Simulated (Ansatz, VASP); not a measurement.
## One calculation of NbP, two programs

The input INCAR:

```
SYSTEM = NbP
ALGO = Normal
EDIFF = 1E-6
ENCUT = 520
GGA = PS
ISIF = 2
ISMEAR = 0
LASPH = .TRUE.
LCHARG = .FALSE.
LREAL = .FALSE.
LWAVE = .FALSE.
NBANDS = 26
NELM = 100
PREC = Accurate
SIGMA = 0.05
```

Contents of KPOINTS:

```
k-points
0
G
  10 10 10
  0 0 0
```

The input POSCAR:

```
NbP
1.0
    0.0000000000     -3.1732031972      0.0000000000
    3.1732031972      0.0000000000      0.0000000000
   -1.5866015986      1.5866015986      5.4374221530
Nb P
2 2
Direct
    0.7498808000      0.7498808000      0.4997616000
    0.4998808000      0.9998808000      0.9997616000
    0.3327477700      0.3327477700      0.6654955400
    0.0827477800      0.5827477800      0.1654955600
```

Input for Ansatz:

```yaml
crystal:
  lattice:
    - [0.0, -3.1732031972, 0.0]
    - [3.1732031972, 0.0, 0.0]
    - [-1.5866015986, 1.5866015986, 5.437422153]
  atoms:
    - { symbol: Nb, position: [0.7498808, 0.7498808, 0.4997616] }
    - { symbol: Nb, position: [0.4998808, 0.9998808, 0.9997616] }
    - { symbol: P, position: [0.33274777, 0.33274777, 0.66549554] }
    - { symbol: P, position: [0.08274778, 0.58274778, 0.16549556] }
basis:
  ecutwfc: 420
  fft_grid_basis: typed
kpoints:
  mp_grid: { grid: [10, 10, 10] }
hamiltonian:
  xc: pbesol
  pseudopotentials: { kind: paw }
scf:
  occupations: { method: gaussian, width: 0.05 }
output:
  forces: true
  stress: true
  eigenvalues: true
  bader: true
  write_density: true
  volumetric_format: npy
  elf: true
```

Alike in both runs: task single point; functional PBEsol; k mesh 10 × 10 × 10; occupations gaussian, width 0.05 eV; no spin polarisation.

```csv
,VASP,Ansatz
version,VASP 6.6.1,Ansatz 0.2.0
potentials or method,"VASP PAW PBE potentials, release 64 (Nb_sv, P), cutoff 520 eV","scalar-relativistic, plane waves, PAW"
valence electrons in the cell,36,36
```

|  | VASP | Ansatz | Ansatz less VASP |
| --- | --- | --- | --- |
| gap on the k mesh at the Fermi level (eV) | none | none | - |
| rms of the force components (eV/Å) | 0.047 | 0.047 | +0.0007 |

VASP's potentials were made for PBE, not for PBEsol. Atom by atom the forces differ by 0.001 eV/Å (rms over components). A gap of «none» marks a metal or a gap that the smearing closes. The functional is the same, so the differences come from potentials, cutoffs and numerics.
